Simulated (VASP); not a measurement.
# Si2Mo (I4/mmm) in VASP: single point with PBE

Aim: the single point of Si2Mo with PBE.

Program: VASP 6.6.1. These are calculated values, not measurements. Logs are shortened: lines on timing, memory, paths and dates and some standing lists are left out, and cuts for length are marked.

**1. The cell of the first run**

It takes space group I4/mmm (No. 139, tetragonal). Conventional cell: a = 3.217 Å, b = 3.217 Å, c = 7.873 Å, α = 90.00°, β = 90.00°, γ = 90.00°. Mo (site symmetry 4/mmm) has 10 Si at 2.62 to 2.64 Å and 4 Mo at 3.22 Å within 3.5 Å. Si (site symmetry 4mm) has 9 Si at 2.60 to 3.22 Å and 5 Mo at 2.62 to 2.64 Å within 3.4 Å.

**2. Single point, PBE**

The input, INCAR:

```
PREC     = Accurate       # precision mode
ENCUT    = 500            # plane-wave cutoff, eV
EDIFF    = 1E-6           # SCF threshold, eV
ISMEAR   = 0              # smearing method
SIGMA    = 0.05           # smearing width, eV
LREAL    = F              # projectors in reciprocal space
LASPH    = T              # aspherical terms in the spheres
NELM     = 120            # most SCF steps
ALGO     = Normal         # electronic algorithm
ISIF     = 2              # what is computed and relaxed
LWAVE    = F              # write WAVECAR
LCHARG   = F              # write CHGCAR
GGA      = PE             # functional
NBANDS   = 18             # bands
GGA_COMPAT= F
```

The input, KPOINTS:

```
Automatic mesh
0
Gamma
  18 18 18
```

The input, POSCAR:

```
Si2Mo
1.0
   -1.6084865286      1.6084865286      3.9364202456
    1.6084865286     -1.6084865286      3.9364202456
    1.6084865286      1.6084865286     -3.9364202456
Mo Si
1 2
Direct
    0.0000000000      0.0000000000      0.0000000000
    0.3350993465      0.3350993465      0.0000000000
    0.6649006535      0.6649006535      0.0000000000
```

Potentials or basis: VASP PAW PBE potentials, release 64 (Mo_sv, Si).

Launch:

```console
cat potpaw_PBE.64/Mo_sv/POTCAR potpaw_PBE.64/Si/POTCAR > POTCAR
mpirun -np 1 vasp_std > vasp.out
```

OUTCAR:

```text
PREC = Accurate
   ENCUT = 500
   EDIFF = 1E-6
   ISMEAR = 0
   LREAL = F
   LASPH = T
   NELM = 120
   ISIF = 2
   GGA = PE

 ion  position               nearest neighbor table
   1  0.000  0.000  0.000-   2 2.62   3 2.62   3 2.62   3 2.62   3 2.62   2 2.62   2 2.62   2 2.62
                             2 2.64   3 2.64
   2  0.335  0.335  0.000-   3 2.60   1 2.62   1 2.62   1 2.62   1 2.62   1 2.64   3 2.64   3 2.64
                             3 2.64   3 2.64
   3  0.665  0.665  0.000-   2 2.60   1 2.62   1 2.62   1 2.62   1 2.62   1 2.64   2 2.64   2 2.64
                             2 2.64   2 2.64

  LATTYP: Found a body centered tetragonal cell.
 ALAT       =     3.2169730572
 C/A-ratio  =     2.4472820727

  Lattice vectors:

 A1 = (  -1.6084865286,   1.6084865286,   3.9364202456)
 A2 = (   1.6084865286,  -1.6084865286,   3.9364202456)
 A3 = (   1.6084865286,   1.6084865286,  -3.9364202456)

Analysis of symmetry for initial positions (statically):
=====================================================================
 Subroutine PRICEL returns:
 Original cell was already a primitive cell.

 Routine SETGRP: Setting up the symmetry group for a
 body centered tetragonal supercell.

 Subroutine GETGRP returns: Found 16 space group operations
 (whereof 16 operations were pure point group operations)
 out of a pool of 16 trial point group operations.

The static configuration has the point symmetry D_4h.

Analysis of symmetry for dynamics (positions and initial velocities):
=====================================================================
 Subroutine PRICEL returns:
 Original cell was already a primitive cell.

 Routine SETGRP: Setting up the symmetry group for a
 body centered tetragonal supercell.

 Subroutine GETGRP returns: Found 16 space group operations
 (whereof 16 operations were pure point group operations)
 out of a pool of 16 trial point group operations.

The dynamic configuration has the point symmetry D_4h.

 Subroutine INISYM returns: Found 16 space group operations
 (whereof 16 operations are pure point group operations),
 and found     1 'primitive' translations

----------------------------------------------------------------------------------------

                                     Primitive cell

  volume of cell :      40.7377

  direct lattice vectors                    reciprocal lattice vectors
    -1.608486529  1.608486529  3.936420246     0.000000000  0.310851220  0.127018959
     1.608486529 -1.608486529  3.936420246     0.310851220  0.000000000  0.127018959
     1.608486529  1.608486529 -3.936420246     0.310851220  0.310851220  0.000000000

  length of vectors
     4.546412011  4.546412011  4.546412011     0.335800978  0.335800978  0.439610011

  position of ions in fractional coordinates (direct lattice)
     0.000000000  0.000000000  0.000000000
     0.335099347  0.335099347  0.000000000
     0.664900653  0.664900653  0.000000000

  ion indices of the primitive-cell ions
   primitive index   ion index
                 1           1
                 2           2
                 3           3

----------------------------------------------------------------------------------------

 KPOINTS: Automatic mesh

Automatic generation of k-mesh.
 Grid dimensions read from file:
 generate k-points for:   18   18   18

 Generating k-lattice:

  Cartesian coordinates                     Fractional coordinates (reciprocal lattice)
     0.000000000  0.017269512  0.007056609     0.055555556 -0.000000000  0.000000000
     0.017269512  0.000000000  0.007056609    -0.000000000  0.055555556  0.000000000
     0.017269512  0.017269512  0.000000000     0.000000000  0.000000000  0.055555556

  Length of vectors
     0.018655610  0.018655610  0.024422778

  Shift w.r.t. Gamma in fractional coordinates (k-lattice)
     0.000000000  0.000000000  0.000000000

 Subroutine IBZKPT returns following result:
 ===========================================

 Found    480 irreducible k-points:

 Following reciprocal coordinates:
            Coordinates               Weight
  0.000000  0.000000  0.000000      1.000000
  0.055556 -0.000000  0.000000      8.000000
  0.111111 -0.000000  0.000000      8.000000
  0.166667  0.000000  0.000000      8.000000
  0.222222  0.000000  0.000000      8.000000
  0.277778  0.000000 -0.000000      8.000000
[... 16 lines left out ...]
 -0.277778  0.055556  0.000000     16.000000
 -0.222222  0.055556  0.000000     16.000000
 [... further k-points ...]
   k-points           NKPTS =    480   k-points in BZ     NKDIM =    480   number of bands    NBANDS=     18
   number of dos      NEDOS =    301   number of ions     NIONS =      3
   total plane-waves  NPLWV =  46656
   dimension x,y,z NGX =    36 NGY =   36 NGZ =   36
   dimension x,y,z NGXF=    72 NGYF=   72 NGZF=   72
   ions per type =               1   2
   NGX,Y,Z   is equivalent  to a cutoff of  13.16, 13.16, 13.16 a.u.
   NGXF,Y,Z  is equivalent  to a cutoff of  26.33, 26.33, 26.33 a.u.
 SYSTEM =  unknown system
   PREC   = accura    normal or accurate (medium, high low for compatibility)
   ISTART =      0    job   : 0-new  1-cont  2-samecut
   ICHARG =      2    charge: 1-file 2-atom 10-const
   ISPIN  =      1    spin polarized calculation?
   LNONCOLLINEAR =      F non collinear calculations
   LSORBIT =      F    spin-orbit coupling
   LASPH  =      T    aspherical Exc in radial PAW
   ENCUT  =  500.0 eV  36.75 Ry    6.06 a.u.   8.29  8.29  8.29*2*pi/ulx,y,z
   NELM   =    120;   NELMIN=  2; NELMDL= -5     # of ELM steps
   EDIFF  = 0.1E-05   stopping-criterion for ELM
   LREAL  =      F    real-space projection
   EDIFFG = 0.1E-04   stopping-criterion for IOM
   NSW    =      0    number of steps for IOM
   IBRION =     -1    ionic relax: 0-MD 1-quasi-New 2-CG
   NFREE  =      0    steps in history (QN), initial steepest desc. (CG)
   ISIF   =      2    stress and relaxation
   ISYM   =      2    0-nonsym 1-usesym 2-fastsym
   POTIM  = 0.5000    time-step for ionic-motion
   TEBEG  =    0.0;   TEEND  =   0.0 temperature during run
   PSTRESS=    0.0 pullay stress
   NELECT =      22.0000    total number of electrons
   NUPDOWN=      -1.0000    fix difference up-down
   EMIN   =  10.00;   EMAX   =-10.00  energy-range for DOS
   EFERMI =   0.00;   METHOD = LEGACY
   ISMEAR =     0;   SIGMA  =   0.05  broadening in eV -4-tet -1-fermi 0-gaus
   EFERMI_NEDOS =   21; number of points for ismear=-14 and -15
   IALGO  =     38    algorithm
   IMIX   =      4    mixing-type and parameters
     AMIX     =   0.40;   BMIX     =  1.00
     AMIX_MAG =   1.60;   BMIX_MAG =  1.00
  volume/ion in A,a.u.               =      13.58        91.64
  Fermi-wavevector in a.u.,A,eV,Ry     =   1.333164  2.519315 24.181997  1.777327
  Thomas-Fermi vector in A             =   2.462043
   LORBIT       =      0    0 simple, 1 ext, 2 COOP (PROOUT), +10 PAW based schemes
   GGA     = PE    functional components
   LHFCALC =     F    Hartree Fock is set to
   AEXX    =    0.0000 exact exchange contribution
   IVDW    =     0    specifies the selected vdW correction
   LEPSILON=     F    determine dielectric tensor
   LRPA    =     F    only Hartree local field effects (RPA)
 non-spin polarized calculation
 Gauss-broadening in eV      SIGMA  =   0.05
  energy-cutoff  :      500.00
  volume of cell :       40.74
 maximum number of plane-waves:      1056
 NGX is ok and might be reduce to    36
   NGX = 17   NGY = 17   NGZ = 17

 number of electron      22.0000000 magnetization

 Free energy of the ion-electron system (eV)
  ---------------------------------------------------
  ext. energy  EPLUGINS =         0.00000000
  ---------------------------------------------------
  free energy    TOTEN  =       -23.26180873 eV

  energy without entropy =      -23.26150280  energy(sigma->0) =      -23.26165576

 E-fermi :  12.0724     XC(G=0): -12.3689

 val. band max:       12.0669063093   @ k =   0.0556   0.0556   0.0000
 cond. band min:      12.0772947900   @ k =  -0.1111  -0.1111   0.0556
 fundamental gap:      0.0103884807
 Fermi energy:        12.0723771361

 k-point     1 :       0.0000    0.0000    0.0000
  band No.  band energies     occupation
      1     -48.6652      2.00000
      2     -22.8059      2.00000
      3     -22.7398      2.00000
      4     -22.7398      2.00000
      5      -1.2495      2.00000
      6       5.7644      2.00000
[... 10 lines left out ...]
     17      17.1203      0.00000
     18      17.1203      0.00000

 k-point     2 :       0.0556   -0.0000    0.0000
  band No.  band energies     occupation
      1     -48.6647      2.00000
      2     -22.8053      2.00000
      3     -22.7473      2.00000
      4     -22.7391      2.00000
      5      -1.1939      2.00000
      6       5.7666      2.00000
[... 10 lines left out ...]
     17      17.1556      0.00000
     18      17.4913      0.00000

 k-point     3 :       0.1111   -0.0000    0.0000
  band No.  band energies     occupation
      1     -48.6632      2.00000
      2     -22.8037      2.00000
      3     -22.7687      2.00000
      4     -22.7372      2.00000
      5      -1.0283      2.00000
      6       5.7621      2.00000
[... 10 lines left out ...]
     17      17.3387      0.00000
     18      18.3027      0.00000

 k-point     4 :       0.1667    0.0000    0.0000
  band No.  band energies     occupation
      1     -48.6609      2.00000
      2     -22.8026      2.00000
      3     -22.7999      2.00000
      4     -22.7341      2.00000
      5      -0.7565      2.00000
      6       5.7112      2.00000
[... 10 lines left out ...]
     17      17.8308      0.00000
     18      19.3218      0.00000

 k-point     5 :       0.2222    0.0000    0.0000
  band No.  band energies     occupation
      1     -48.6580      2.00000
      2     -22.8412      2.00000
      3     -22.7981      2.00000
      4     -22.7304      2.00000
      5      -0.3846      2.00000
      6       5.5345      2.00000
[... 10 lines left out ...]
     17      18.5178      0.00000
     18      20.4508      0.00000

 k-point     6 :       0.2778    0.0000   -0.0000
  band No.  band energies     occupation
      1     -48.6551      2.00000
      2     -22.8832      2.00000
      3     -22.7949      2.00000
      4     -22.7264      2.00000
      5       0.0791      2.00000
      6       5.1630      2.00000
[... 10 lines left out ...]
     17      19.0256      0.00000
     18      20.9941      0.00000

 k-point     7 :       0.3333    0.0000    0.0000
  band No.  band energies     occupation
      1     -48.6522      2.00000
      2     -22.9224      2.00000
      3     -22.7919      2.00000
      4     -22.7227      2.00000
      5       0.6239      2.00000
      6       4.6261      2.00000
[... 10 lines left out ...]
     17      18.9633      0.00000
     18      21.1794      0.00000

 k-point     8 :       0.3889    0.0000   -0.0000
  band No.  band energies     occupation
      1     -48.6499      2.00000
      2     -22.9541      2.00000
      3     -22.7894      2.00000
      4     -22.7196      2.00000
      5       1.2369      2.00000
      6       3.9915      2.00000
[... 10 lines left out ...]
     17      18.6557      0.00000
     18      20.2686      0.00000
[... 229 lines left out ...]
     17      18.9253      0.00000
     18      19.5085      0.00000

 k-point    20 :      -0.4444    0.0556    0.0000
  band No.  band energies     occupation
      1     -48.6479      2.00000
      2     -22.9736      2.00000
      3     -22.7867      2.00000
      4     -22.7246      2.00000
      5       1.8555      2.00000
      6       3.4130      2.00000
[... 10 lines left out ...]
     17      18.9768      0.00000
     18      19.9964      0.00000

 k-point    21 :      -0.3889    0.0556    0.0000
  band No.  band energies     occupation
      1     -48.6495      2.00000
      2     -22.9530      2.00000
      3     -22.7880      2.00000
      4     -22.7266      2.00000
      5       1.1952      2.00000
      6       4.1050      2.00000
[... 10 lines left out ...]
     17      19.0576      0.00000
     18      20.8304      0.00000

 k-point    22 :      -0.3333    0.0556    0.0000
  band No.  band energies     occupation
      1     -48.6518      2.00000
      2     -22.9213      2.00000
      3     -22.7903      2.00000
      4     -22.7297      2.00000
      5       0.5904      2.00000
      6       4.7675      2.00000
[... 10 lines left out ...]
     17      19.0993      0.00000
     18      20.4713      0.00000

 k-point    23 :      -0.2778    0.0556    0.0000
  band No.  band energies     occupation
      1     -48.6546      2.00000
      2     -22.8821      2.00000
      3     -22.7933      2.00000
      4     -22.7335      2.00000
      5       0.0567      2.00000
      6       5.3632      2.00000
[... 10 lines left out ...]
     17      18.8459      0.00000
     18      20.2909      0.00000

 k-point    24 :      -0.2222    0.0556    0.0000
  band No.  band energies     occupation
      1     -48.6576      2.00000
      2     -22.8402      2.00000
      3     -22.7966      2.00000
      4     -22.7375      2.00000
      5      -0.3935      2.00000
      6       5.7933      2.00000
[... 10 lines left out ...]
     17      18.2126      0.00000
     18      20.4420      0.00000

 [... further k-points ...]

------------------------ aborting loop because EDIFF is reached ----------------------------------------

  FORCE on cell =-STRESS in cart. coord.  units (eV):
  Direction    XX          YY          ZZ          XY          YZ          ZX
  --------------------------------------------------------------------------------------
  -------------------------------------------------------------------------------------
  Total        0.0441894      0.0441894      0.0407626      0.0000000      0.0000000     -0.0000000
  in kB        1.7379296      1.7379296      1.6031581      0.0000000      0.0000000     -0.0000000
  external PRESSURE =       1.6930057 kB  Pullay stress =       0.0000000 kB

 VOLUME and BASIS-vectors are now :
 -----------------------------------------------------------------------------
  energy-cutoff  :      500.00
  volume of cell :       40.74
      direct lattice vectors                 reciprocal lattice vectors
    -1.608486529  1.608486529  3.936420246     0.000000000  0.310851220  0.127018959
     1.608486529 -1.608486529  3.936420246     0.310851220  0.000000000  0.127018959
     1.608486529  1.608486529 -3.936420246     0.310851220  0.310851220  0.000000000

 POSITION                                       TOTAL-FORCE (eV/Angst)
 -----------------------------------------------------------------------------------
      0.00000      0.00000      0.00000        -0.000000     -0.000000      0.000000
      0.00000      0.00000      2.63818         0.000000      0.000000     -0.005029
      0.00000      0.00000      5.23466        -0.000000     -0.000000      0.005029
 -----------------------------------------------------------------------------------
    total drift:                               -0.000000     -0.000000      0.000000

  FREE ENERGIE OF THE ION-ELECTRON SYSTEM (eV)
  ---------------------------------------------------
  free  energy   TOTEN  =       -23.2618087262 eV

  energy  without entropy=      -23.2615028037  energy(sigma->0) =      -23.26165576
```

It took 8.1 min on 1 thread of Oxide Virtual Turin-like, shared host; peak memory 0.41 GiB.

Results:

```yaml
Free_energy: -23.2618 eV
Pressure: 0.2 GPa
Largest_force: 0.005 eV/Å
Band_gap_on_the_k_mesh: zero (bands 11 and 12 overlap by 0.94 eV)
```

Forces in eV/Å, atoms in the order of the input:
```
Mo   0.000  0.000  0.000
Si   0.000  0.000 -0.005
Si   0.000  0.000  0.005
```
